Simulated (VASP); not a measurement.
Wanted: the native input for a VASP 6.6.1 run.

```yaml
Task: single point
Functional: PBE
Potentials_or_basis: VASP PAW PBE potentials, release 64 (Be, Os)
Cutoff: 520 eV
k_mesh: 4 × 4 × 6
Occupations: gaussian, width 0.1 eV
Spin: no spin polarisation
Dipole_correction: no
Further_INCAR_settings: ALGO = Fast; EDIFF = 1e-06; NBANDS = 21
```

The structure of Be2Os lies in POSCAR:

```
Be2Os
1.0
    6.8285688074      0.0000000000      0.0000000000
    0.0000000000      3.9706463617      0.0000000000
    0.0000000000      0.0000000000      2.4819844716
Be Os
4 2
Direct
    0.3081084881      0.9999979655      0.5000000000
    0.8081084881      0.5000020345      0.0000000000
    0.6918915119      0.0000020345      0.5000000000
    0.1918915119      0.4999979655      0.0000000000
    0.5000000000      0.5000000000      0.5000000000
    0.0000000000      0.0000000000      0.0000000000
```

One way to write it, as run:

INCAR

```
SYSTEM = Be2Os
PREC = Accurate ; ENCUT = 520
EDIFF = 1E-6 ; ISMEAR = 0
SIGMA = 0.1 ; LREAL = .FALSE.
LASPH = .TRUE. ; NELM = 60
ALGO = Fast ; ISIF = 2
LWAVE = .FALSE. ; LCHARG = .FALSE.
GGA = PE ; NBANDS = 21
```

KPOINTS

```
regular mesh
0
G
  4 4 6
  0 0 0
```

Potentials or basis: VASP PAW PBE potentials, release 64 (Be, Os).

Launch:

```console
$ cat potpaw_PBE.64/Be/POTCAR potpaw_PBE.64/Os/POTCAR > POTCAR
$ mpirun -np 1 vasp_std > vasp.out
```

Results of the run:

The pressure is 0.1 GPa and the largest force is 0.011 eV/Å. The band gap on the k mesh is zero (bands 12 and 13 overlap by 1.69 eV).

Caveat: the k points lie up to 0.42 Å⁻¹ apart, too coarse for converged energies and pressures of a metal; spin-orbit coupling is left out, which moves the levels of the heavy elements.

It took 65 s on 1 thread of Oxide Virtual Turin-like Processor, on a shared host, peak memory 0.16 GiB.
